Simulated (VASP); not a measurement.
# CuO (P1) in VASP: a series of runs, part 2 of 2

VASP 6.6.1. Earlier steps stand in the parts before.

### 3 Single point, BLYP

The input, INCAR:

```
SYSTEM = CuO
  PREC = Accurate
  ENCUT = 520
  EDIFF = 1E-6
  ISMEAR = -1
  SIGMA = 0.05
  LREAL = .FALSE.
  LASPH = .TRUE.
  NELM = 80
  ALGO = Normal
  ISIF = 2
  LWAVE = .FALSE.
  LCHARG = .FALSE.
  GGA = B5
  ALDAX = 1.0
  AGGAX = 1.0
  AGGAC = 1.0
  ALDAC = 0.0
  NBANDS = 16
```

The input, KPOINTS:

```
regular mesh
0
G
  11 11 11
  0 0 0
```

The input, POSCAR:

```
CuO
1.0
    0.0000000000      2.1580717154      2.1580717154
    2.1580717154      0.0000000000      2.1580717154
    2.1580717154      2.1580717154      0.0000000000
Cu O
1 1
Direct
    0.0294977200      0.0281008700      0.9080259900
    0.4705022800      0.4718991300      0.5919740100
```

Potentials or basis: VASP PAW PBE potentials, release 64 (Cu, O).

Launch:

```sh
$ cat potpaw_PBE.64/Cu/POTCAR potpaw_PBE.64/O/POTCAR > POTCAR
$ mpirun -np 1 vasp_std > vasp.out
```

OUTCAR:

```text
SYSTEM = CuO
   PREC = Accurate
   ENCUT = 520
   EDIFF = 1E-6
   ISMEAR = -1
   LREAL = .FALSE.
   LASPH = .TRUE.
   NELM = 80
   ISIF = 2
   GGA = B5

 ion  position               nearest neighbor table
   1  0.029  0.028  0.908-   2 1.92   2 1.92   2 1.95
   2  0.471  0.472  0.592-   1 1.92   1 1.92   1 1.95

  LATTYP: Found a face centered cubic cell.
 ALAT       =     4.3161434308

  Lattice vectors:

 A1 = (   0.0000000000,   2.1580717154,   2.1580717154)
 A2 = (   2.1580717154,   0.0000000000,   2.1580717154)
 A3 = (   2.1580717154,   2.1580717154,   0.0000000000)

Analysis of symmetry for initial positions (statically):
=====================================================================
 Subroutine PRICEL returns:
 Original cell was already a primitive cell.

 Routine SETGRP: Setting up the symmetry group for a
 face centered cubic supercell.

 Subroutine GETGRP returns: Found  1 space group operations
 (whereof  1 operations were pure point group operations)
 out of a pool of 48 trial point group operations.

The static configuration has the point symmetry C_1 .

Analysis of symmetry for dynamics (positions and initial velocities):
=====================================================================
 Subroutine PRICEL returns:
 Original cell was already a primitive cell.

 Routine SETGRP: Setting up the symmetry group for a
 face centered cubic supercell.

 Subroutine GETGRP returns: Found  1 space group operations
 (whereof  1 operations were pure point group operations)
 out of a pool of 48 trial point group operations.

The dynamic configuration has the point symmetry C_1 .

 Subroutine INISYM returns: Found  1 space group operations
 (whereof  1 operations are pure point group operations),
 and found     1 'primitive' translations

----------------------------------------------------------------------------------------
[... 104 lines left out ...]
   NELECT =      17.0000    total number of electrons
   NUPDOWN=      -1.0000    fix difference up-down
   EMIN   =  10.00;   EMAX   =-10.00  energy-range for DOS
   EFERMI =   0.00;   METHOD = LEGACY
   ISMEAR =    -1;   SIGMA  =   0.05  broadening in eV -4-tet -1-fermi 0-gaus
   EFERMI_NEDOS =   21; number of points for ismear=-14 and -15
   IALGO  =     38    algorithm
   IMIX   =      4    mixing-type and parameters
     AMIX     =   0.40;   BMIX     =  1.00
     AMIX_MAG =   1.60;   BMIX_MAG =  1.00
  volume/ion in A,a.u.               =      10.05        67.83
  Fermi-wavevector in a.u.,A,eV,Ry     =   1.548158  2.925594 32.610349  2.396793
  Thomas-Fermi vector in A             =   2.653148
   LORBIT       =      0    0 simple, 1 ext, 2 COOP (PROOUT), +10 PAW based schemes
   GGA     = B5    functional components
   LHFCALC =     F    Hartree Fock is set to
   AEXX    =    0.0000 exact exchange contribution
   IVDW    =     0    specifies the selected vdW correction
   LEPSILON=     F    determine dielectric tensor
   LRPA    =     F    only Hartree local field effects (RPA)
 non-spin polarized calculation
  energy-cutoff  :      520.00
  volume of cell :       20.10
 maximum number of plane-waves:       556
   NGX = 11   NGY = 11   NGZ = 11

 number of electron      16.9999994 magnetization

 Free energy of the ion-electron system (eV)
  ---------------------------------------------------
  ext. energy  EPLUGINS =         0.00000000
  ---------------------------------------------------
  free energy    TOTEN  =        -8.39655614 eV

  energy without entropy =       -8.37370394  energy(sigma->0) =       -8.38513004

 E-fermi :   5.7249     XC(G=0): -11.4799

 val. band max:        5.7170653983   @ k =   0.3636  -0.4545  -0.4545
 cond. band min:       5.7308756081   @ k =   0.0000   0.1818   0.0909
 fundamental gap:      0.0138102098
 Fermi energy:         5.7249321061

 k-point     1 :       0.0000    0.0000    0.0000
  band No.  band energies     occupation
      1     -13.3425      2.00000
      2       1.5129      2.00000
      3       1.5646      2.00000
      4       2.1589      2.00000
      5       3.3756      2.00000
      6       3.4071      2.00000
[... 433 lines left out ...]
      3       1.5237      2.00000
      4       2.1731      2.00000
      5       3.3475      2.00000
      6       3.4382      2.00000
[... 8 lines left out ...]
     15      27.3639      0.00000
     16      28.2510      0.00000

 [... further k-points ...]
[... 5 lines left out ...]
  --------------------------------------------------------------------------------------
  -------------------------------------------------------------------------------------
  Total        1.9059012      1.8148534      1.5270393     -0.3646744      0.2735191      0.2928976
  in kB      151.9089444    144.6520212    121.7119406    -29.0661984     21.8007092     23.3452640
  external PRESSURE =     139.4243021 kB  Pullay stress =       0.0000000 kB

 VOLUME and BASIS-vectors are now :
 -----------------------------------------------------------------------------
  energy-cutoff  :      520.00
  volume of cell :       20.10
      direct lattice vectors                 reciprocal lattice vectors
     0.000000000  2.158071715  2.158071715    -0.231688315  0.231688315  0.231688315
     2.158071715  0.000000000  2.158071715     0.231688315 -0.231688315  0.231688315
     2.158071715  2.158071715  0.000000000     0.231688315  0.231688315 -0.231688315

 POSITION                                       TOTAL-FORCE (eV/Angst)
 -----------------------------------------------------------------------------------
      2.02023      2.02324      0.12430         0.474306      0.426432     -0.284782
      2.29591      2.29290      2.03377        -0.474306     -0.426432      0.284782
 -----------------------------------------------------------------------------------
    total drift:                                0.000238      0.000398     -0.000929

  FREE ENERGIE OF THE ION-ELECTRON SYSTEM (eV)
  ---------------------------------------------------
  free  energy   TOTEN  =        -8.3965561398 eV

  energy  without entropy=       -8.3737039389  energy(sigma->0) =       -8.38513004
```

Wall time 2.9 min (1 thread of Intel Xeon 8259CL, shared host); peak memory 0.31 GiB.

What came out:

* Free energy: -8.3966 eV
* Pressure: 13.9 GPa
* Largest force: 0.699 eV/Å
* Band gap on the k mesh: zero (an odd number of electrons rules out a gap without spin polarisation)

Forces on the atoms (eV/Å):
```
Cu   0.474  0.426 -0.285
O   -0.474 -0.426  0.285
```

Stress tensor (GPa, compression positive):
```
15.19 -2.91  2.33
-2.91 14.47  2.18
 2.33  2.18 12.17
```

Caveat: the cell stands under pressure; the PAW data sets were made with another functional, which shifts forces and pressure a little; an odd number of electrons without spin polarisation forces a metal; a magnetic or distorted state may lie lower; semilocal functionals often make such compounds metallic where correlation or magnetic order opens a gap, which also shifts bond lengths. With open d or f shells a metallic result of BLYP can be an artefact of self-interaction; +U or a hybrid may open a gap.
